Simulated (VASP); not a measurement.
# Ga (C2/c) in VASP: notebook

The runs below take Ga through single point, with PBE.

Everything below comes from runs of VASP 6.6.1. Logs are shortened: lines on timing, memory, paths and dates and some standing lists are left out, and cuts for length are marked.

## 1. The cell of the first run

The structure is monoclinic, space group C2/c (No. 15). The conventional cell has a = 2.766 Å, b = 8.053 Å, c = 3.265 Å, α = 90.00°, β = 92.06°, γ = 90.00°. Ga (site symmetry 2) has 10 Ga at 2.67 to 3.27 Å within 3.5 Å.

## 2. Single point, PBE (zz strain of -2 %)

Contents of INCAR:

```
PREC = Accurate ; ENCUT = 520
EDIFF = 1E-6 ; ISMEAR = -1
SIGMA = 0.03 ; LREAL = F
LASPH = T ; NELM = 100
ALGO = Normal ; ISIF = 2
LWAVE = F ; LCHARG = F
GGA = PE ; NBANDS = 20
```

Contents of KPOINTS:

```
regular mesh
0
Gamma
  14 14 11
```

Contents of POSCAR:

```
Ga
1.0
    1.3830000000     -4.0265000000      0.0000000000
    1.3830000000      4.0265000000      0.0000000000
   -0.1174500000      0.0000000000      3.2633314000
Ga
2
Direct
    0.8690000000      0.1310000000      0.2500000000
    0.1310000000      0.8690000000      0.7500000000
```

Potentials or basis: VASP PAW PBE potentials, release 64 (Ga_d).

On the command line:

```sh
$ cat potpaw_PBE.64/Ga_d/POTCAR > POTCAR
$ mpirun -np 1 vasp_std > vasp.out
```

OUTCAR:

```text
PREC = Accurate
   ENCUT = 520
   EDIFF = 1E-6
   ISMEAR = -1
   LREAL = F
   LASPH = T
   NELM = 100
   ISIF = 2
   GGA = PE

 ion  position               nearest neighbor table
   1  0.869  0.131  0.250-   2 2.67   2 2.67   2 2.84   2 2.84   2 2.90   2 2.90
   2  0.131  0.869  0.750-   1 2.67   1 2.67   1 2.84   1 2.84   1 2.90   1 2.90

  LATTYP: Found a base centered monoclinic cell.
 ALAT       =     2.7660000000
 B/A-ratio  =     2.9114244396
 C/A-ratio  =     1.1805655377
 COS(beta)  =    -0.0359675407

  Lattice vectors:

 A1 = (   1.3830000000,  -4.0265000000,   0.0000000000)
 A2 = (   1.3830000000,   4.0265000000,   0.0000000000)
 A3 = (  -0.1174500000,   0.0000000000,   3.2633314000)

Analysis of symmetry for initial positions (statically):
=====================================================================
 Subroutine PRICEL returns:
 Original cell was already a primitive cell.

 Routine SETGRP: Setting up the symmetry group for a
 base centered monoclinic supercell.

 Subroutine GETGRP returns: Found  4 space group operations
 (whereof  2 operations were pure point group operations)
 out of a pool of  4 trial point group operations.

The static configuration has the point symmetry S_2 .
 The point group associated with its full space group is C_2h.

Analysis of symmetry for dynamics (positions and initial velocities):
=====================================================================
 Subroutine PRICEL returns:
 Original cell was already a primitive cell.

 Routine SETGRP: Setting up the symmetry group for a
 base centered monoclinic supercell.

 Subroutine GETGRP returns: Found  4 space group operations
 (whereof  2 operations were pure point group operations)
 out of a pool of  4 trial point group operations.

The dynamic configuration has the point symmetry S_2 .
 The point group associated with its full space group is C_2h.

 Subroutine INISYM returns: Found  4 space group operations
 (whereof  2 operations are pure point group operations),
 and found     1 'primitive' translations

----------------------------------------------------------------------------------------

                                     Primitive cell

  volume of cell :      36.3447

  direct lattice vectors                    reciprocal lattice vectors
     1.383000000 -4.026500000  0.000000000     0.361532899 -0.124177325  0.013011868
     1.383000000  4.026500000  0.000000000     0.361532899  0.124177325  0.013011868
    -0.117450000  0.000000000  3.263331400     0.000000000  0.000000000  0.306435319

  length of vectors
     4.257392541  4.257392541  3.265444277     0.382485757  0.382485757  0.306435319

  position of ions in fractional coordinates (direct lattice)
     0.869000000  0.131000000  0.250000000
     0.131000000  0.869000000  0.750000000

  ion indices of the primitive-cell ions
   primitive index   ion index
                 1           1
                 2           2

----------------------------------------------------------------------------------------

 KPOINTS: regular mesh

Automatic generation of k-mesh.
 Grid dimensions read from file:
 generate k-points for:   14   14   11

 Generating k-lattice:

  Cartesian coordinates                     Fractional coordinates (reciprocal lattice)
     0.025823779 -0.008869809  0.000929419     0.071428571 -0.000000000  0.000000000
     0.025823779  0.008869809  0.000929419    -0.000000000  0.071428571  0.000000000
     0.000000000  0.000000000  0.027857756     0.000000000  0.000000000  0.090909091

  Length of vectors
     0.027320411  0.027320411  0.027857756

  Shift w.r.t. Gamma in fractional coordinates (k-lattice)
     0.000000000  0.000000000  0.000000000

 Subroutine IBZKPT returns following result:
 ===========================================

 Found    582 irreducible k-points:

 Following reciprocal coordinates:
            Coordinates               Weight
  0.000000  0.000000  0.000000      1.000000
  0.071429 -0.000000  0.000000      4.000000
  0.142857  0.000000  0.000000      4.000000
  0.214286  0.000000  0.000000      4.000000
  0.285714 -0.000000 -0.000000      4.000000
  0.357143  0.000000 -0.000000      4.000000
[... 16 lines left out ...]
  0.214286  0.142857 -0.000000      4.000000
  0.285714  0.142857  0.000000      4.000000
 [... further k-points ...]
   k-points           NKPTS =    582   k-points in BZ     NKDIM =    582   number of bands    NBANDS=     20
   number of dos      NEDOS =    301   number of ions     NIONS =      2
   total plane-waves  NPLWV =  24576
   dimension x,y,z NGX =    32 NGY =   32 NGZ =   24
   dimension x,y,z NGXF=    64 NGYF=   64 NGZF=   48
   ions per type =               2
   NGX,Y,Z   is equivalent  to a cutoff of  12.50, 12.50, 12.22 a.u.
   NGXF,Y,Z  is equivalent  to a cutoff of  24.99, 24.99, 24.44 a.u.
 SYSTEM =  unknown system
   PREC   = accura    normal or accurate (medium, high low for compatibility)
   ISTART =      0    job   : 0-new  1-cont  2-samecut
   ICHARG =      2    charge: 1-file 2-atom 10-const
   ISPIN  =      1    spin polarized calculation?
   LNONCOLLINEAR =      F non collinear calculations
   LSORBIT =      F    spin-orbit coupling
   LASPH  =      T    aspherical Exc in radial PAW
   ENCUT  =  520.0 eV  38.22 Ry    6.18 a.u.   7.92  7.92  6.07*2*pi/ulx,y,z
   NELM   =    100;   NELMIN=  2; NELMDL= -5     # of ELM steps
   EDIFF  = 0.1E-05   stopping-criterion for ELM
   LREAL  =      F    real-space projection
   EDIFFG = 0.1E-04   stopping-criterion for IOM
   NSW    =      0    number of steps for IOM
   IBRION =     -1    ionic relax: 0-MD 1-quasi-New 2-CG
   NFREE  =      0    steps in history (QN), initial steepest desc. (CG)
   ISIF   =      2    stress and relaxation
   ISYM   =      2    0-nonsym 1-usesym 2-fastsym
   POTIM  = 0.5000    time-step for ionic-motion
   TEBEG  =    0.0;   TEEND  =   0.0 temperature during run
   PSTRESS=    0.0 pullay stress
   NELECT =      26.0000    total number of electrons
   NUPDOWN=      -1.0000    fix difference up-down
   EMIN   =  10.00;   EMAX   =-10.00  energy-range for DOS
   EFERMI =   0.00;   METHOD = LEGACY
   ISMEAR =    -1;   SIGMA  =   0.03  broadening in eV -4-tet -1-fermi 0-gaus
   EFERMI_NEDOS =   21; number of points for ismear=-14 and -15
   IALGO  =     38    algorithm
   IMIX   =      4    mixing-type and parameters
     AMIX     =   0.40;   BMIX     =  1.00
     AMIX_MAG =   1.60;   BMIX_MAG =  1.00
  volume/ion in A,a.u.               =      18.17       122.63
  Fermi-wavevector in a.u.,A,eV,Ry     =   1.464150  2.766842 29.167291  2.143735
  Thomas-Fermi vector in A             =   2.580160
   LORBIT       =      0    0 simple, 1 ext, 2 COOP (PROOUT), +10 PAW based schemes
   GGA     = PE    functional components
   LHFCALC =     F    Hartree Fock is set to
   AEXX    =    0.0000 exact exchange contribution
   IVDW    =     0    specifies the selected vdW correction
   LEPSILON=     F    determine dielectric tensor
   LRPA    =     F    only Hartree local field effects (RPA)
 non-spin polarized calculation
  energy-cutoff  :      520.00
  volume of cell :       36.34
 maximum number of plane-waves:       995
   NGX = 15   NGY = 15   NGZ = 13

 number of electron      26.0000016 magnetization

 Free energy of the ion-electron system (eV)
  ---------------------------------------------------
  ext. energy  EPLUGINS =         0.00000000
  ---------------------------------------------------
  free energy    TOTEN  =        -5.76069775 eV

  energy without entropy =       -5.75908998  energy(sigma->0) =       -5.75989386

 E-fermi :   5.8811     XC(G=0): -11.1609

 val. band max:        5.8704136298   @ k =  -0.0714   0.5000   0.3636
 cond. band min:       5.8908239487   @ k =  -0.1429  -0.2857   0.4545
 fundamental gap:      0.0204103189
 Fermi energy:         5.8811307563

 k-point     1 :       0.0000    0.0000    0.0000
  band No.  band energies     occupation
      1      -9.3313      2.00000
      2      -9.3302      2.00000
      3      -9.2822      2.00000
      4      -9.2602      2.00000
      5      -8.9834      2.00000
      6      -8.9801      2.00000
[... 12 lines left out ...]
     19      16.9106      0.00000
     20      18.8959      0.00000

 k-point     2 :       0.0714   -0.0000    0.0000
  band No.  band energies     occupation
      1      -9.3271      2.00000
      2      -9.3222      2.00000
      3      -9.2724      2.00000
      4      -9.2386      2.00000
      5      -8.9929      2.00000
      6      -8.9892      2.00000
[... 12 lines left out ...]
     19      17.2636      0.00000
     20      20.0032      0.00000

 k-point     3 :       0.1429    0.0000    0.0000
  band No.  band energies     occupation
      1      -9.3153      2.00000
      2      -9.3021      2.00000
      3      -9.2424      2.00000
      4      -9.1820      2.00000
      5      -9.0205      2.00000
      6      -9.0151      2.00000
[... 12 lines left out ...]
     19      17.4295      0.00000
     20      20.6248      0.00000

 k-point     4 :       0.2143    0.0000    0.0000
  band No.  band energies     occupation
      1      -9.2989      2.00000
      2      -9.2763      2.00000
      3      -9.1998      2.00000
      4      -9.1220      2.00000
      5      -9.0551      2.00000
      6      -9.0406      2.00000
[... 12 lines left out ...]
     19      17.5913      0.00000
     20      21.3960      0.00000

 k-point     5 :       0.2857   -0.0000   -0.0000
  band No.  band energies     occupation
      1      -9.2818      2.00000
      2      -9.2508      2.00000
      3      -9.1664      2.00000
      4      -9.1336      2.00000
      5      -9.0990      2.00000
      6      -9.0116      2.00000
[... 12 lines left out ...]
     19      17.7737      0.00000
     20      20.1256      0.00000

 k-point     6 :       0.3571    0.0000   -0.0000
  band No.  band energies     occupation
      1      -9.2678      2.00000
      2      -9.2381      2.00000
      3      -9.1704      2.00000
      4      -9.1441      2.00000
      5      -9.1374      2.00000
      6      -9.0231      2.00000
[... 12 lines left out ...]
     19      17.6224      0.00000
     20      18.7567      0.00000

 k-point     7 :       0.4286    0.0000    0.0000
  band No.  band energies     occupation
      1      -9.2585      2.00000
      2      -9.2474      2.00000
      3      -9.1768      2.00000
      4      -9.1606      2.00000
      5      -9.1453      2.00000
      6      -9.0266      2.00000
[... 12 lines left out ...]
     19      16.3241      0.00000
     20      18.4520      0.00000
[... 277 lines left out ...]
 k-point    20 :      -0.1429    0.0714   -0.0000
  band No.  band energies     occupation
      1      -9.3210      2.00000
      2      -9.3158      2.00000
      3      -9.2859      2.00000
      4      -9.2158      2.00000
      5      -9.0131      2.00000
      6      -8.9985      2.00000
[... 12 lines left out ...]
     19      16.8633      0.00000
     20      19.6365      0.00000

 k-point    21 :      -0.0714    0.0714    0.0000
  band No.  band energies     occupation
      1      -9.3301      2.00000
      2      -9.3255      2.00000
      3      -9.2930      2.00000
      4      -9.2440      2.00000
      5      -8.9963      2.00000
      6      -8.9852      2.00000
[... 12 lines left out ...]
     19      16.6955      0.00000
     20      18.3168      0.00000

 k-point    22 :       0.1429    0.1429    0.0000
  band No.  band energies     occupation
      1      -9.2985      2.00000
      2      -9.2607      2.00000
      3      -9.1709      2.00000
      4      -9.0940      2.00000
      5      -9.0682      2.00000
      6      -9.0457      2.00000
[... 12 lines left out ...]
     19      18.5360      0.00000
     20      20.9171      0.00000

 k-point    23 :       0.2143    0.1429   -0.0000
  band No.  band energies     occupation
      1      -9.2887      2.00000
      2      -9.2370      2.00000
      3      -9.1985      2.00000
      4      -9.1006      2.00000
      5      -9.0964      2.00000
      6      -9.0610      2.00000
[... 12 lines left out ...]
     19      18.5127      0.00000
     20      19.9019      0.00000

 k-point    24 :       0.2857    0.1429    0.0000
  band No.  band energies     occupation
      1      -9.2802      2.00000
      2      -9.2381      2.00000
      3      -9.2055      2.00000
      4      -9.1296      2.00000
      5      -9.1040      2.00000
      6      -9.0622      2.00000
[... 12 lines left out ...]
     19      17.6032      0.00000
     20      18.6415      0.00000

 [... further k-points ...]
[... 5 lines left out ...]
  --------------------------------------------------------------------------------------
  -------------------------------------------------------------------------------------
  Total        0.7121875      0.6838402      0.7429547      0.0000000      0.0000000      0.0019861
  in kB       31.3952430     30.1456171     32.7515519      0.0000000      0.0000000      0.0875510
  external PRESSURE =      31.4308040 kB  Pullay stress =       0.0000000 kB

 VOLUME and BASIS-vectors are now :
 -----------------------------------------------------------------------------
  energy-cutoff  :      520.00
  volume of cell :       36.34
      direct lattice vectors                 reciprocal lattice vectors
     1.383000000 -4.026500000  0.000000000     0.361532899 -0.124177325  0.013011868
     1.383000000  4.026500000  0.000000000     0.361532899  0.124177325  0.013011868
    -0.117450000  0.000000000  3.263331400     0.000000000  0.000000000  0.306435319

 POSITION                                       TOTAL-FORCE (eV/Angst)
 -----------------------------------------------------------------------------------
      1.35364     -2.97156      0.81583        -0.000000      0.217222      0.000000
      1.29491      2.97156      2.44750         0.000000     -0.217222     -0.000000
 -----------------------------------------------------------------------------------
    total drift:                                0.000000      0.000000     -0.000000

  FREE ENERGIE OF THE ION-ELECTRON SYSTEM (eV)
  ---------------------------------------------------
  free  energy   TOTEN  =        -5.7606977486 eV

  energy  without entropy=       -5.7590899813  energy(sigma->0) =       -5.75989386
```

Wall time 94 s (1 thread of Intel Xeon 6975P-C (Granite Rapids), shared host); peak memory 0.43 GiB.

Results:

```
Free energy            : -5.7607 eV
Pressure               : 3.1 GPa
Largest force          : 0.217 eV/Å
Band gap on the k mesh : zero (band 13 reaches 10.20 eV, above the bottom of band 14 at 1.84 eV)
```

Forces in eV/Å, atoms in the order of the input:
```
Ga   0.000  0.217  0.000
Ga   0.000 -0.217  0.000
```

Stress tensor (GPa, compression positive):
```
3.14 0.00 0.01
0.00 3.01 0.00
0.01 0.00 3.28
```

Caveat: the cell differs from its parent crystal (zz strain of -2 %).

## 3. Single point, PBE (zz strain of +1 %)

Contents of INCAR:

```
SYSTEM = Ga
ALGO     = Normal         ! electronic algorithm
EDIFF    = 1E-7           ! SCF threshold, eV
ENCUT    = 520            ! plane-wave cutoff, eV
GGA      = PE             ! functional
ISIF     = 2              ! what is computed and relaxed
ISMEAR   = -1             ! smearing method
LASPH    = .True.         ! aspherical terms in the spheres
LCHARG   = .False.        ! write CHGCAR
LREAL    = .False.        ! projectors in reciprocal space
LWAVE    = .False.        ! write WAVECAR
NBANDS   = 20             ! bands
NELM     = 60             ! most SCF steps
PREC     = Accurate       ! precision mode
SIGMA    = 0.03           ! smearing width, eV
```

Contents of KPOINTS:

```
k-points
0
Gamma
  14 14 11
  0 0 0
```

Changes to POSCAR since step 2:

```diff
@@ -4,3 +4,3 @@
     1.3830000000      4.0265000000      0.0000000000
-   -0.1174500000      0.0000000000      3.2633314000
+   -0.1174500000      0.0000000000      3.3632293000
 Ga
```

Potentials or basis: VASP PAW PBE potentials, release 64 (Ga_d).

On the command line:

```sh
$ cat potpaw_PBE.64/Ga_d/POTCAR > POTCAR
$ mpirun -np 1 vasp_std > vasp.out
```

Run time: 2.2 min. Hardware: 1 thread of Intel Xeon 6975P-C (Granite Rapids), shared host; peak memory 0.44 GiB.

The run converged. Its results:

```yaml
Free_energy: -5.7746 eV
Pressure: 1.3 GPa
Largest_force: 0.173 eV/Å
Band_gap_on_the_k_mesh: zero (band 13 reaches 9.41 eV, above the bottom of band 14 at 1.59 eV)
```

Forces on the atoms (eV/Å):
```
Ga   0.000  0.173  0.000
Ga   0.000 -0.173  0.000
```

Stress tensor (GPa, compression positive):
```
 1.46  0.00 -0.02
 0.00  1.65  0.00
-0.02  0.00  0.72
```

Levels at points of the mesh, in eV from the Fermi level:
| k point | band 9 | band 10 | band 11 | band 12 | band 13 | band 14 | band 15 | band 16 | band 17 | band 18 |
| --- | --- | --- | --- | --- | --- | --- | --- | --- | --- | --- |
| (0.00, 0.00, 0.00) | -14.77 | -14.64 | -11.15 | -2.01 | -1.63 | 1.47 | 5.28 | 9.76 | 10.03 | 10.47 |
| (0.50, 0.00, 0.00) | -14.70 | -14.65 | -5.98 | -4.95 | -1.28 | 0.05 | 5.64 | 6.51 | 8.28 | 9.18 |
| (0.50, 0.50, 0.00) | -14.74 | -14.70 | -9.03 | -8.53 | 3.83 | 4.41 | 5.60 | 5.85 | 7.63 | 11.02 |

Caveat: the cell differs from its parent crystal (zz strain of +1 %).
